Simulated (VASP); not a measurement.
# F (Fm-3m) in VASP: single point with LDA

Aim: the single point of F with LDA.

Program: VASP 6.6.1. These are calculated values, not measurements. Logs are shortened: lines on timing, memory, paths and dates and some standing lists are left out, and cuts for length are marked.

## (1) The cell of the first run

It takes space group Fm-3m (No. 225, cubic). Conventional cell: a = 3.242 Å, b = 3.242 Å, c = 3.242 Å, α = 90.00°, β = 90.00°, γ = 90.00°. F (site symmetry m-3m) has 12 F at 2.29 Å within 3.0 Å.

## (2) Single point, LDA

Input file INCAR:

```
PREC     = Accurate       # precision mode
ENCUT    = 520            # plane-wave cutoff, eV
EDIFF    = 1E-6           # SCF threshold, eV
ISMEAR   = -1             # smearing method
SIGMA    = 0.13605693000000002 # smearing width, eV
LREAL    = False          # projectors in reciprocal space
LASPH    = True           # aspherical terms in the spheres
NELM     = 60             # most SCF steps
ALGO     = Normal         # electronic algorithm
ISIF     = 2              # what is computed and relaxed
LWAVE    = False          # write WAVECAR
LCHARG   = False          # write CHGCAR
GGA      = CA             # functional
NBANDS   = 10             # bands
```

Input file KPOINTS:

```
regular mesh
0
Gamma
  17 17 17
```

Input file POSCAR:

```
F
1.0
    0.0000000000      1.6208850521      1.6208850521
    1.6208850521      0.0000000000      1.6208850521
    1.6208850521      1.6208850521      0.0000000000
F
1
Direct
    0.0000000000      0.0000000000      0.0000000000
```

Potentials or basis: VASP PAW LDA potentials, release 64 (F).

The run is started by

```bash
> cat potpaw_LDA.64/F/POTCAR > POTCAR
> mpirun -np 1 vasp_std > vasp.out
```

OUTCAR:

```text
PREC = Accurate
   ENCUT = 520
   EDIFF = 1E-6
   ISMEAR = -1
   LREAL = False
   LASPH = True
   NELM = 60
   ISIF = 2
   GGA = CA

 ion  position               nearest neighbor table
   1  0.000  0.000  0.000-

  LATTYP: Found a face centered cubic cell.
 ALAT       =     3.2417701042

  Lattice vectors:

 A1 = (   0.0000000000,   1.6208850521,   1.6208850521)
 A2 = (   1.6208850521,   0.0000000000,   1.6208850521)
 A3 = (   1.6208850521,   1.6208850521,   0.0000000000)

Analysis of symmetry for initial positions (statically):
=====================================================================
 Subroutine PRICEL returns:
 Original cell was already a primitive cell.

 Routine SETGRP: Setting up the symmetry group for a
 face centered cubic supercell.

 Subroutine GETGRP returns: Found 48 space group operations
 (whereof 48 operations were pure point group operations)
 out of a pool of 48 trial point group operations.

The static configuration has the point symmetry O_h .

Analysis of symmetry for dynamics (positions and initial velocities):
=====================================================================
 Subroutine PRICEL returns:
 Original cell was already a primitive cell.

 Routine SETGRP: Setting up the symmetry group for a
 face centered cubic supercell.

 Subroutine GETGRP returns: Found 48 space group operations
 (whereof 48 operations were pure point group operations)
 out of a pool of 48 trial point group operations.

The dynamic configuration has the point symmetry O_h .

 Subroutine INISYM returns: Found 48 space group operations
 (whereof 48 operations are pure point group operations),
 and found     1 'primitive' translations

----------------------------------------------------------------------------------------

                                     Primitive cell

  volume of cell :       8.5170

  direct lattice vectors                    reciprocal lattice vectors
     0.000000000  1.620885052  1.620885052    -0.308473447  0.308473447  0.308473447
     1.620885052  0.000000000  1.620885052     0.308473447 -0.308473447  0.308473447
     1.620885052  1.620885052  0.000000000     0.308473447  0.308473447 -0.308473447

[... 74 lines left out ...]
   ICHARG =      2    charge: 1-file 2-atom 10-const
   ISPIN  =      1    spin polarized calculation?
   LNONCOLLINEAR =      F non collinear calculations
   LSORBIT =      F    spin-orbit coupling
   LASPH  =      T    aspherical Exc in radial PAW
   ENCUT  =  520.0 eV  38.22 Ry    6.18 a.u.   4.26  4.26  4.26*2*pi/ulx,y,z
   NELM   =     60;   NELMIN=  2; NELMDL= -5     # of ELM steps
   EDIFF  = 0.1E-05   stopping-criterion for ELM
   LREAL  =      F    real-space projection
   EDIFFG = 0.1E-04   stopping-criterion for IOM
   NSW    =      0    number of steps for IOM
   IBRION =     -1    ionic relax: 0-MD 1-quasi-New 2-CG
   NFREE  =      0    steps in history (QN), initial steepest desc. (CG)
   ISIF   =      2    stress and relaxation
   ISYM   =      2    0-nonsym 1-usesym 2-fastsym
   POTIM  = 0.5000    time-step for ionic-motion
   TEBEG  =    0.0;   TEEND  =   0.0 temperature during run
   PSTRESS=    0.0 pullay stress
   NELECT =       7.0000    total number of electrons
   NUPDOWN=      -1.0000    fix difference up-down
   EMIN   =  10.00;   EMAX   =-10.00  energy-range for DOS
   EFERMI =   0.00;   METHOD = LEGACY
   ISMEAR =    -1;   SIGMA  =   0.14  broadening in eV -4-tet -1-fermi 0-gaus
   EFERMI_NEDOS =   21; number of points for ismear=-14 and -15
   IALGO  =     38    algorithm
   IMIX   =      4    mixing-type and parameters
     AMIX     =   0.40;   BMIX     =  1.00
     AMIX_MAG =   1.60;   BMIX_MAG =  1.00
  volume/ion in A,a.u.               =       8.52        57.48
  Fermi-wavevector in a.u.,A,eV,Ry     =   1.533482  2.897860 31.995004  2.351566
  Thomas-Fermi vector in A             =   2.640543
   LORBIT       =      0    0 simple, 1 ext, 2 COOP (PROOUT), +10 PAW based schemes
   GGA     = CA    functional components
   LHFCALC =     F    Hartree Fock is set to
   AEXX    =    0.0000 exact exchange contribution
   IVDW    =     0    specifies the selected vdW correction
   LEPSILON=     F    determine dielectric tensor
   LRPA    =     F    only Hartree local field effects (RPA)
 non-spin polarized calculation
  energy-cutoff  :      520.00
  volume of cell :        8.52
 maximum number of plane-waves:       259
 NGX is ok and might be reduce to    18
   NGX =  9   NGY =  9   NGZ =  9

 number of electron       6.9999991 magnetization

 Free energy of the ion-electron system (eV)
  ---------------------------------------------------
  ext. energy  EPLUGINS =         0.00000000
  ---------------------------------------------------
  free energy    TOTEN  =        -1.34934315 eV

  energy without entropy =       -1.23477328  energy(sigma->0) =       -1.29205822

 E-fermi :  -2.1529     XC(G=0): -12.0898

 val. band max:       -2.1535588169   @ k =  -0.2941   0.2353   0.0588
 cond. band min:      -2.1469617521   @ k =   0.2941   0.2353   0.0588
 fundamental gap:      0.0065970649
 Fermi energy:        -2.1528959728

 k-point     1 :       0.0000    0.0000    0.0000
  band No.  band energies     occupation
      1     -24.6744      2.00000
      2      -1.4409      0.01062
      3      -1.4409      0.01062
      4      -1.4409      0.01062
      5      12.9014      0.00000
      6      34.7167      0.00000
      7      34.7167      0.00000
      8      34.7167      0.00000
      9      38.8787      0.00000
     10      46.3049      0.00000
[... 287 lines left out ...]
 k-point    24 :      -0.1176    0.0588    0.0000
  band No.  band energies     occupation
      1     -24.2563      2.00000
      2      -2.6410      1.94616
      3      -1.6974      0.06793
      4      -1.4923      0.01545
      5      14.1213      0.00000
      6      29.8151      0.00000
      7      34.0888      0.00000
      8      35.4918      0.00000
      9      40.1337      0.00000
     10      41.6069      0.00000

 [... further k-points ...]
[... 5 lines left out ...]
  --------------------------------------------------------------------------------------
  -------------------------------------------------------------------------------------
  Total       -0.0357033     -0.0357033     -0.0357033      0.0000000      0.0000000     -0.0000000
  in kB       -6.7163369     -6.7163369     -6.7163369      0.0000000      0.0000000     -0.0000000
  external PRESSURE =      -6.7163369 kB  Pullay stress =       0.0000000 kB

 VOLUME and BASIS-vectors are now :
 -----------------------------------------------------------------------------
  energy-cutoff  :      520.00
  volume of cell :        8.52
      direct lattice vectors                 reciprocal lattice vectors
     0.000000000  1.620885052  1.620885052    -0.308473447  0.308473447  0.308473447
     1.620885052  0.000000000  1.620885052     0.308473447 -0.308473447  0.308473447
     1.620885052  1.620885052  0.000000000     0.308473447  0.308473447 -0.308473447

 POSITION                                       TOTAL-FORCE (eV/Angst)
 -----------------------------------------------------------------------------------
      0.00000      0.00000      0.00000        -0.000000     -0.000000     -0.000000
 -----------------------------------------------------------------------------------
    total drift:                                0.000000     -0.000000      0.000000

  FREE ENERGIE OF THE ION-ELECTRON SYSTEM (eV)
  ---------------------------------------------------
  free  energy   TOTEN  =        -1.3493431534 eV

  energy  without entropy=       -1.2347732797  energy(sigma->0) =       -1.29205822
```

Run time: 11 s. Hardware: 1 thread of Intel Xeon Platinum 8375C at 2.90GHz (Ice Lake), shared host; peak memory 0.12 GiB.

Results:

* Free energy: -1.3493 eV
* Pressure: -0.7 GPa

Caveat: an odd number of electrons without spin polarisation forces a metal; a magnetic or distorted state may lie lower.
